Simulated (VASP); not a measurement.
**Pb: single point with LDA**

Pb:

```
Pb
1.0
     3.09820   -1.78465    0.00000
     3.09820    1.78465    0.00000
    -2.15695    0.00000    6.21477
Pb
2
Direct
  0.90851 0.90851 0.72629
  0.09149 0.09149 0.27371
```

| Item | Value |
| --- | --- |
| Program | VASP 6.6.1 |
| Task | single point |
| Functional | LDA |
| Potentials or basis | VASP PAW LDA potentials, release 64 (Pb_d) |
| Cutoff | 520 eV |
| k mesh | 9 × 9 × 5 |
| Occupations | fermi-dirac, width 0.05 eV |
| Spin | no spin polarisation |
| Dipole correction | no |
| Further INCAR settings | ALGO = Fast; EDIFF = 1e-07; NBANDS = 21 |

```json
{
 "Pressure": "-4.9 GPa",
 "Largest force": "0.258 eV/Å",
 "Band gap on the k mesh": "zero (bands 14 and 15 overlap by 7.11 eV)"
}
```

Forces on the atoms (eV/Å):
```
Pb   0.022  0.000 -0.257
Pb  -0.022  0.000  0.257
```

Stress tensor (GPa, compression positive):
```
-4.79  0.00 -0.01
 0.00 -4.82  0.00
-0.01  0.00 -5.01
```

Levels at points of the mesh, in eV from the Fermi level:
| k point | band 10 | band 11 | band 12 | band 13 | band 14 | band 15 | band 16 | band 17 | band 18 | band 19 |
| --- | --- | --- | --- | --- | --- | --- | --- | --- | --- | --- |
| (0.00, 0.00, 0.00) | -16.73 | -11.09 | -8.30 | -3.68 | 5.84 | 5.99 | 6.04 | 6.10 | 6.21 | 8.87 |

Wall time 71 s on 1 thread of Intel(R) Xeon(R) 6975P-C (Granite Rapids), with other jobs on the host, peak memory 0.25 GiB.

Caveat: the cell stands under tension; spin-orbit coupling is left out, which moves the levels of the heavy elements.
